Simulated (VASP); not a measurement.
Crystal: Be.

```xyz
6
Lattice="0.0434 0.0061 -2.1862 1.8538 -3.0685 -0.0267 -5.2982 -2.9166 0.1149" Properties=species:S:1:pos:R:3 pbc="T T T"
Be   -1.9478   -3.1001    0.1136
Be   -3.5164   -5.9737    0.0752
Be   -3.3237   -3.9382   -0.8967
Be   -1.6753   -0.8324   -1.0990
Be   -3.4125   -1.8573   -1.1575
Be    0.0531   -2.1654   -1.0727
```

```yaml
Program: VASP 6.6.1
Task: relaxation of cell and atoms
Functional: PBEsol
Potentials_or_basis: VASP PAW PBE potentials, release 64 (Be)
Cutoff: 600 eV
k_mesh: 10 × 6 × 4
Occupations: gaussian, width 0.1 eV
Spin: no spin polarisation
```

At the start: pressure 8.5 GPa; volume 7.89 Å³/atom.

Q: Where does the relaxation end?

A: Over 43 steps the energy falls by 357.6 meV/atom and the volume is 7.87 Å³/atom (-0.3 %); space group P1 (No. 1, to 0.1 Å) before, P6_3/mmc (No. 194, to 0.1 Å).

The path:
```
step  energy change (eV)  largest force (eV/Å)  pressure (GPa)  volume (Å³)
   1              0.0000                3.5884            8.45        47.34
   3             -0.8792                1.0368           -3.07        49.88
   5             -1.0514                0.4100            0.11        48.13
   7             -1.1094                0.5385            0.58        47.68
   9             -1.1909                0.6874            0.14        47.70
  11             -1.2440                0.8064            0.11        47.71
  13             -1.3495                0.8764           -0.23        47.76
  15             -1.3581                0.9187           -0.17        47.77
  17             -1.4801                0.3489           -0.68        47.67
  19             -1.4907                0.3016           -0.61        47.63
  21             -1.5589                0.6250            1.54        46.89
  23             -1.5636                0.7390            2.15        46.70
  25             -1.6052                0.8195            2.27        46.67
  27             -1.7225                1.1167            3.58        46.36
  29             -1.7996                1.0428            2.07        46.90
  31             -2.0051                0.6708           -0.82        47.63
  33             -2.0523                0.5254           -2.48        48.20
  35             -2.1240                0.2473            0.25        47.15
  37             -2.1371                0.1430            0.34        47.11
  39             -2.1441                0.0762           -0.02        47.22
  41             -2.1453                0.0325           -0.03        47.22
  43             -2.1456                0.0130            0.02        47.20
```

Final structure:
```
Be
1.0
    -0.17123   -0.09659   -2.26508
     1.77514   -3.06919   -0.00359
    -5.13153   -2.96799   -0.58419
Be
6
Direct
  0.89038 0.50014 0.47145
  0.10964 0.99987 0.02855
  0.22392 0.50008 0.80490
  0.44193 0.99999 0.36185
  0.77528 0.00008 0.69516
  0.55885 0.49984 0.13808
```

Caveat: the PAW data sets were made with another functional, which shifts forces and pressure a little.
